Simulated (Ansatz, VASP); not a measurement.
# Co in VASP and in Ansatz

```
Co
1.0
     2.19324    0.00000    0.00000
    -1.09662    1.89940    0.00000
     0.00000    0.00000    3.54805
Co
2
Direct
  0.33333 0.66667 0.25000
  0.66667 0.33333 0.75000
```

Change from the starting cell: volume scaled by 0.68, LAPW.

Alike in both runs: task single point; functional PBE; k mesh 17 × 17 × 10; occupations fermi-dirac, width 0.05 eV; collinear spin.

```csv
,VASP,Ansatz
version,VASP 6.6.1,Ansatz 0.2.0
potentials or method,"VASP PAW PBE potentials, release 64 (Co), cutoff 520 eV","all-electron LAPW, scalar-relativistic"
```

```csv
,VASP,Ansatz,Ansatz less VASP
pressure (GPa),183.9,187.4,+3.52
"traceless stress, the component that is largest in VASP (GPa)",-0.05,-0.13,-0.082
net moment per atom (μB),0.37,0.40,+0.029
size of the moment on the site where the two differ most (μB),0.35,0.41,+0.053
```

Site moments also hang on the region over which each program counts them. Both programs put the cell under a high pressure, so it lies far from rest at this level. Ansatz ran all-electron here, and VASP with PAW potentials.

Noted on VASP's run: the cell as given lies far from equilibrium.
